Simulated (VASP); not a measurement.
# Ti (I4/mmm) in VASP: notebook

Runs on Ti. Level: LDA. Tasks: single point.

Program: VASP 6.6.1. These are calculated values, not measurements. Logs are shortened: lines on timing, memory, paths and dates and some standing lists are left out, and cuts for length are marked.

**1. The cell of the first run**

The structure is tetragonal, space group I4/mmm (No. 139). Conventional cell: a = 3.233 Å, b = 3.233 Å, c = 3.184 Å, α = 90.00°, β = 90.00°, γ = 90.00°. Within 3.7 Å of Ti (site symmetry 4/mmm) lie 14 Ti at 2.79 to 3.23 Å.

**2. Single point, LDA (strain -0.015 along x and y, -0.030 along z)**

Input file INCAR:

```
SYSTEM = Ti
ALGO = Normal
EDIFF = 1E-6
ENCUT = 520
GGA = CA
ISIF = 2
ISMEAR = 0
LASPH = .True.
LCHARG = .True.
LELF = .True.
LREAL = .False.
LVHAR = .True.
LWAVE = .False.
NBANDS = 12
NELM = 100
PREC = Accurate
SIGMA = 0.15
```

Input file KPOINTS:

```
k-points
0
Gamma
  20 20 20
  0 0 0
```

Input file POSCAR:

```
Ti
1.0
   -1.6163850000      1.6163850000      1.5917700000
    1.6163850000     -1.6163850000      1.5917700000
    1.6163850000      1.6163850000     -1.5917700000
Ti
1
Direct
    0.0000000000      0.0000000000      0.0000000000
```

Potentials or basis: VASP PAW LDA potentials, release 64 (Ti_sv).

Launch:

```sh
$ cat potpaw_LDA.64/Ti_sv/POTCAR > POTCAR
$ mpirun -np 1 vasp_std > vasp.out
```

OUTCAR:

```text
SYSTEM = Ti
   EDIFF = 1E-6
   ENCUT = 520
   GGA = CA
   ISIF = 2
   ISMEAR = 0
   LASPH = .True.
   LREAL = .False.
   NELM = 100
   PREC = Accurate

 ion  position               nearest neighbor table
   1  0.000  0.000  0.000-

  LATTYP: Found a body centered tetragonal cell.
 ALAT       =     3.2327700000
 C/A-ratio  =     0.9847715736

  Lattice vectors:

 A1 = (  -1.6163850000,   1.6163850000,   1.5917700000)
 A2 = (   1.6163850000,  -1.6163850000,   1.5917700000)
 A3 = (   1.6163850000,   1.6163850000,  -1.5917700000)

Analysis of symmetry for initial positions (statically):
=====================================================================
 Subroutine PRICEL returns:
 Original cell was already a primitive cell.

 Routine SETGRP: Setting up the symmetry group for a
 body centered tetragonal supercell.

 Subroutine GETGRP returns: Found 16 space group operations
 (whereof 16 operations were pure point group operations)
 out of a pool of 16 trial point group operations.

The static configuration has the point symmetry D_4h.

Analysis of symmetry for dynamics (positions and initial velocities):
=====================================================================
 Subroutine PRICEL returns:
 Original cell was already a primitive cell.

 Routine SETGRP: Setting up the symmetry group for a
 body centered tetragonal supercell.

 Subroutine GETGRP returns: Found 16 space group operations
 (whereof 16 operations were pure point group operations)
 out of a pool of 16 trial point group operations.

The dynamic configuration has the point symmetry D_4h.

 Subroutine INISYM returns: Found 16 space group operations
 (whereof 16 operations are pure point group operations),
 and found     1 'primitive' translations

----------------------------------------------------------------------------------------

                                     Primitive cell

  volume of cell :      16.6353

  direct lattice vectors                    reciprocal lattice vectors
    -1.616385000  1.616385000  1.591770000     0.000000000  0.309332244  0.314115733
     1.616385000 -1.616385000  1.591770000     0.309332244  0.000000000  0.314115733
     1.616385000  1.616385000 -1.591770000     0.309332244  0.309332244  0.000000000

  length of vectors
     2.785521974  2.785521974  2.785521974     0.440857268  0.440857268  0.437461855

  position of ions in fractional coordinates (direct lattice)
     0.000000000  0.000000000  0.000000000

  ion indices of the primitive-cell ions
   primitive index   ion index
                 1           1

----------------------------------------------------------------------------------------

 KPOINTS: k-points

Automatic generation of k-mesh.
 Grid dimensions read from file:
 generate k-points for:   20   20   20

 Generating k-lattice:

  Cartesian coordinates                     Fractional coordinates (reciprocal lattice)
     0.000000000  0.015466612  0.015705787     0.050000000 -0.000000000  0.000000000
     0.015466612  0.000000000  0.015705787    -0.000000000  0.050000000  0.000000000
     0.015466612  0.015466612  0.000000000     0.000000000  0.000000000  0.050000000

  Length of vectors
     0.022042863  0.022042863  0.021873093

  Shift w.r.t. Gamma in fractional coordinates (k-lattice)
     0.000000000  0.000000000  0.000000000

 Subroutine IBZKPT returns following result:
 ===========================================

 Found    641 irreducible k-points:

 Following reciprocal coordinates:
            Coordinates               Weight
  0.000000  0.000000  0.000000      1.000000
  0.050000  0.000000 -0.000000      8.000000
  0.100000  0.000000  0.000000      8.000000
  0.150000  0.000000 -0.000000      8.000000
  0.200000  0.000000  0.000000      8.000000
  0.250000  0.000000 -0.000000      8.000000
[... 16 lines left out ...]
 -0.400000  0.050000 -0.000000     16.000000
 -0.350000  0.050000 -0.000000     16.000000
 [... further k-points ...]
   k-points           NKPTS =    641   k-points in BZ     NKDIM =    641   number of bands    NBANDS=     12
   number of dos      NEDOS =    301   number of ions     NIONS =      1
   total plane-waves  NPLWV =  13824
   dimension x,y,z NGX =    24 NGY =   24 NGZ =   24
   dimension x,y,z NGXF=    48 NGYF=   48 NGZF=   48
   ions per type =               1
   NGX,Y,Z   is equivalent  to a cutoff of  14.32, 14.32, 14.32 a.u.
   NGXF,Y,Z  is equivalent  to a cutoff of  28.65, 28.65, 28.65 a.u.
 SYSTEM =  Ti
   PREC   = accura    normal or accurate (medium, high low for compatibility)
   ISTART =      0    job   : 0-new  1-cont  2-samecut
   ICHARG =      2    charge: 1-file 2-atom 10-const
   ISPIN  =      1    spin polarized calculation?
   LNONCOLLINEAR =      F non collinear calculations
   LSORBIT =      F    spin-orbit coupling
   LASPH  =      T    aspherical Exc in radial PAW
   ENCUT  =  520.0 eV  38.22 Ry    6.18 a.u.   5.18  5.18  5.18*2*pi/ulx,y,z
   NELM   =    100;   NELMIN=  2; NELMDL= -5     # of ELM steps
   EDIFF  = 0.1E-05   stopping-criterion for ELM
   LREAL  =      F    real-space projection
   EDIFFG = 0.1E-04   stopping-criterion for IOM
   NSW    =      0    number of steps for IOM
   IBRION =     -1    ionic relax: 0-MD 1-quasi-New 2-CG
   NFREE  =      0    steps in history (QN), initial steepest desc. (CG)
   ISIF   =      2    stress and relaxation
   ISYM   =      2    0-nonsym 1-usesym 2-fastsym
   POTIM  = 0.5000    time-step for ionic-motion
   TEBEG  =    0.0;   TEEND  =   0.0 temperature during run
   PSTRESS=    0.0 pullay stress
   NELECT =      12.0000    total number of electrons
   NUPDOWN=      -1.0000    fix difference up-down
   EMIN   =  10.00;   EMAX   =-10.00  energy-range for DOS
   EFERMI =   0.00;   METHOD = LEGACY
   ISMEAR =     0;   SIGMA  =   0.15  broadening in eV -4-tet -1-fermi 0-gaus
   EFERMI_NEDOS =   21; number of points for ismear=-14 and -15
   IALGO  =     38    algorithm
   IMIX   =      4    mixing-type and parameters
     AMIX     =   0.40;   BMIX     =  1.00
     AMIX_MAG =   1.60;   BMIX_MAG =  1.00
  volume/ion in A,a.u.               =      16.64       112.26
  Fermi-wavevector in a.u.,A,eV,Ry     =   1.468223  2.774539 29.329779  2.155678
  Thomas-Fermi vector in A             =   2.583746
   LORBIT       =      0    0 simple, 1 ext, 2 COOP (PROOUT), +10 PAW based schemes
   GGA     = CA    functional components
   LHFCALC =     F    Hartree Fock is set to
   AEXX    =    0.0000 exact exchange contribution
   IVDW    =     0    specifies the selected vdW correction
   LEPSILON=     F    determine dielectric tensor
   LRPA    =     F    only Hartree local field effects (RPA)
 non-spin polarized calculation
 Gauss-broadening in eV      SIGMA  =   0.15
  energy-cutoff  :      520.00
  volume of cell :       16.64
 maximum number of plane-waves:       466
 NGX is ok and might be reduce to    24
   NGX = 11   NGY = 11   NGZ = 11

 number of electron      11.9999999 magnetization

 Free energy of the ion-electron system (eV)
  ---------------------------------------------------
  ext. energy  EPLUGINS =         0.00000000
  ---------------------------------------------------
  free energy    TOTEN  =        -8.45935500 eV

  energy without entropy =       -8.43498657  energy(sigma->0) =       -8.44717078

 E-fermi :   8.2985     XC(G=0): -11.9875

 val. band max:        8.2949697633   @ k =  -0.3500   0.1500   0.1000
 cond. band min:       8.2988958347   @ k =   0.2500   0.2000   0.0000
 fundamental gap:      0.0039260713
 Fermi energy:         8.2984910304

 k-point     1 :       0.0000    0.0000    0.0000
  band No.  band energies     occupation
      1     -47.4522      2.00000
      2     -23.6221      2.00000
      3     -23.6216      2.00000
      4     -23.6216      2.00000
      5       2.3400      2.00000
      6       9.2096      0.00000
      7       9.3252      0.00000
      8       9.3252      0.00000
      9      11.0878      0.00000
     10      11.2238      0.00000
     11      26.0086      0.00000
     12      26.0086      0.00000

 k-point     2 :       0.0500    0.0000   -0.0000
  band No.  band energies     occupation
      1     -47.4482      2.00000
      2     -23.6423      2.00000
      3     -23.6279      2.00000
      4     -23.6221      2.00000
      5       2.4302      2.00000
      6       9.2010      0.00000
      7       9.3138      0.00000
      8       9.3578      0.00000
      9      11.0748      0.00000
     10      11.1897      0.00000
     11      25.9532      0.00000
     12      26.1004      0.00000

 k-point     3 :       0.1000    0.0000    0.0000
  band No.  band energies     occupation
      1     -47.4366      2.00000
      2     -23.7014      2.00000
      3     -23.6461      2.00000
      4     -23.6227      2.00000
      5       2.6951      2.00000
      6       9.0967      0.00000
      7       9.2669      0.00000
      8       9.5378      0.00000
      9      10.9987      0.00000
     10      11.1558      0.00000
     11      25.6507      0.00000
     12      26.0963      0.00000
[... 286 lines left out ...]
 k-point    23 :      -0.4000    0.0500   -0.0000
  band No.  band energies     occupation
      1     -47.3094      2.00000
      2     -24.3034      2.00000
      3     -23.8414      2.00000
      4     -23.6375      2.00000
      5       5.5707      2.00000
      6       7.9753      1.99769
      7       8.8386      0.00000
      8      11.1042      0.00000
      9      11.4620      0.00000
     10      12.2176      0.00000
     11      19.3626      0.00000
     12      22.6777      0.00000

 k-point    24 :      -0.3500    0.0500   -0.0000
  band No.  band energies     occupation
      1     -47.3304      2.00000
      2     -24.2081      2.00000
      3     -23.8085      2.00000
      4     -23.6360      2.00000
      5       5.1996      2.00000
      6       8.1435      1.85613
      7       8.6274      0.00193
      8      10.9955      0.00000
      9      11.3865      0.00000
     10      11.6926      0.00000
     11      20.6644      0.00000
     12      23.2776      0.00000

 [... further k-points ...]
[... 5 lines left out ...]
  --------------------------------------------------------------------------------------
  -------------------------------------------------------------------------------------
  Total       -0.5427023     -0.5427023     -0.5791775      0.0000000     -0.0000000     -0.0000000
  in kB      -52.2687698    -52.2687698    -55.7817720      0.0000000     -0.0000000     -0.0000000
  external PRESSURE =     -53.4397705 kB  Pullay stress =       0.0000000 kB

 VOLUME and BASIS-vectors are now :
 -----------------------------------------------------------------------------
  energy-cutoff  :      520.00
  volume of cell :       16.64
      direct lattice vectors                 reciprocal lattice vectors
    -1.616385000  1.616385000  1.591770000     0.000000000  0.309332244  0.314115733
     1.616385000 -1.616385000  1.591770000     0.309332244  0.000000000  0.314115733
     1.616385000  1.616385000 -1.591770000     0.309332244  0.309332244  0.000000000

 POSITION                                       TOTAL-FORCE (eV/Angst)
 -----------------------------------------------------------------------------------
      0.00000      0.00000      0.00000        -0.000000     -0.000000     -0.000000
 -----------------------------------------------------------------------------------
    total drift:                               -0.000000      0.000000      0.000000

  FREE ENERGIE OF THE ION-ELECTRON SYSTEM (eV)
  ---------------------------------------------------
  free  energy   TOTEN  =        -8.4593550012 eV

  energy  without entropy=       -8.4349865667  energy(sigma->0) =       -8.44717078
```

Wall time 2 min (1 thread of Intel Xeon Platinum 8259CL at 2.50GHz (Skylake/Cascade Lake), shared host); peak memory 0.23 GiB.

Results:

* Free energy: -8.4594 eV
* Pressure: -5.3 GPa
* Band gap on the k mesh: zero (band 6 reaches 9.28 eV, above the bottom of band 7 at 7.61 eV)

Caveat: the cell differs from its parent crystal (strain -0.015 along x and y, -0.030 along z).

[end of part 1 of 2]
